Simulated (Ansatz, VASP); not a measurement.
## Ta2N in VASP and in Ansatz

```
Ta N
1.0
     3.10114    0.00000    0.00000
    -1.55057    2.68567    0.01343
     0.00000    0.02441    4.88189
Ta N
2 1
Direct
  0.66667 0.33333 0.74491
  0.33333 0.66667 0.25509
  0.00000 0.00000 0.00000
```

Change from the starting cell: strain +0.0100 x Voigt [0, 0, 0, 1, 0, 0], atoms carried along.

Alike in both runs: task single point; functional PBE; k mesh 18 × 18 × 10; occupations gaussian, width 0.15 eV; no spin polarisation.

|  | VASP | Ansatz |
| --- | --- | --- |
| version | VASP 6.6.1 | Ansatz 0.2.0 |
| potentials or method | VASP PAW PBE potentials, release 64 (Ta_pv, N), cutoff 520 eV | scalar-relativistic, plane waves, PAW |
| valence electrons in the cell | 27 | 31 |

```csv
,VASP,Ansatz,Ansatz less VASP
gap on the k mesh at the Fermi level (eV),none,none,-
pressure (GPa),0.5,0.0,-0.44
"traceless stress, the component that is largest in VASP (GPa)",-1.47,-1.47,+0.005
rms of the force components (eV/Å),0.029,0.022,-0.0074
```

Atom by atom the forces differ by 0.022 eV/Å (rms over components). A gap of «none» marks a metal or a gap that the smearing closes. VASP's potentials hold 27 valence electrons a cell and Ansatz's 31, so a difference there can come from the potentials and not from the codes.

Spin-orbit coupling is off throughout.
